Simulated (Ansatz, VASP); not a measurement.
Two plane-wave programs on Rb4O

The input INCAR:

```
PREC = Accurate
ENCUT = 520
EDIFF = 1E-6
ISMEAR = 0
SIGMA = 0.1
LREAL = F
LASPH = T
NELM = 80
ALGO = Normal
ISIF = 2
LWAVE = F
LCHARG = F
GGA = PE
NBANDS = 29
```

Contents of KPOINTS:

```
Automatic mesh
0
Gamma
  4 4 4
```

POSCAR

```
Rb4O
1.0
   -3.7872047100      3.7872047100      3.3875875800
    3.7872047100     -3.7872047100      3.3875875800
    3.7872047100      3.7872047100     -3.3875875800
Rb O
4 1
Direct
    0.5000000000      0.2344711200      0.7344711200
    0.5000000000      0.7655288800      0.2655288800
    0.2344711200      0.5000000000      0.7344711200
    0.7655288800      0.5000000000      0.2655288800
    0.5000000000      0.5000000000      0.0000000000
```

Input for Ansatz:

```yaml
crystal:
  lattice:
    - [-3.78720471, 3.78720471, 3.38758758]
    - [3.78720471, -3.78720471, 3.38758758]
    - [3.78720471, 3.78720471, -3.38758758]
  atoms:
    - { symbol: Rb, position: [0.5, 0.23447112, 0.73447112] }
    - { symbol: Rb, position: [0.5, 0.76552888, 0.26552888] }
    - { symbol: Rb, position: [0.23447112, 0.5, 0.73447112] }
    - { symbol: Rb, position: [0.76552888, 0.5, 0.26552888] }
    - { symbol: O, position: [0.5, 0.5, 0.0] }
basis:
  ecutwfc: 420
kpoints:
  mp_grid: { grid: [4, 4, 4] }
hamiltonian:
  xc: pbe
scf:
  occupations: { method: gaussian, width: 0.1 }
  lower_state_search: "off"
output:
  forces: true
  stress: true
  eigenvalues: true
```

Alike in both runs: task single point; functional PBE; k mesh 4 × 4 × 4; occupations gaussian, width 0.1 eV; no spin polarisation.

|  | VASP | Ansatz |
| --- | --- | --- |
| version | VASP 6.6.1 | Ansatz 0.2.0 |
| potentials or method | VASP PAW PBE potentials, release 64 (Rb_sv, O), cutoff 520 eV | scalar-relativistic, plane waves, PAW |
| valence electrons in the cell | 42 | 42 |

|  | VASP | Ansatz | Ansatz less VASP |
| --- | --- | --- | --- |
| gap on the k mesh at the Fermi level (eV) | none | none | - |
| pressure (GPa) | 19.3 | 18.5 | -0.79 |
| traceless stress, the component that is largest in VASP (GPa) | -17.17 | -16.37 | +0.802 |
| rms of the force components (eV/Å) | 3.819 | 3.631 | -0.1879 |

Atom by atom the forces differ by 0.188 eV/Å (rms over components). A gap of «none» marks a metal or a gap that the smearing closes. The functional is the same, so the differences come from potentials, cutoffs and numerics.
